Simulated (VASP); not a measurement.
A run of VASP 6.6.1:

Contents of INCAR:

```
SYSTEM = AlN
PREC = Accurate
ENCUT = 520
EDIFF = 1E-6
ISMEAR = 0
SIGMA = 0.05
LREAL = .FALSE.
LASPH = .TRUE.
NELM = 100
ALGO = Normal
ISIF = 2
LWAVE = .FALSE.
LCHARG = .FALSE.
GGA = PS
NBANDS = 16
```

File KPOINTS:

```
regular mesh
0
G
  9 9 6
  0 0 0
```

File POSCAR:

```
AlN
1.0
    3.4468726597      0.0000000000      0.0000000000
   -1.7234363299      2.9850792869      0.0000000000
    0.0000000000      0.0000000000      4.2537855494
Al N
2 2
Direct
    0.3333333333      0.6666666667      0.7500000000
    0.6666666667      0.3333333333      0.2500000000
    0.3333333333      0.6666666667      0.2500000000
    0.6666666667      0.3333333333      0.7500000000
```

Potentials or basis: VASP PAW PBE potentials, release 64 (Al, N).

Command:

```sh
$ cat potpaw_PBE.64/Al/POTCAR potpaw_PBE.64/N/POTCAR > POTCAR
$ mpirun -np 1 vasp_std > vasp.out
```

Hardware: 1 thread of AMD EPYC 9R45 (Zen 5), with other jobs on the host.

Q: Estimate the wall time of this run.

A: It took 18 s on 1 thread of AMD EPYC 9R45 (Zen 5) (shared host), peak memory 0.14 GiB. Counts: scf iterations 13, k points 48.
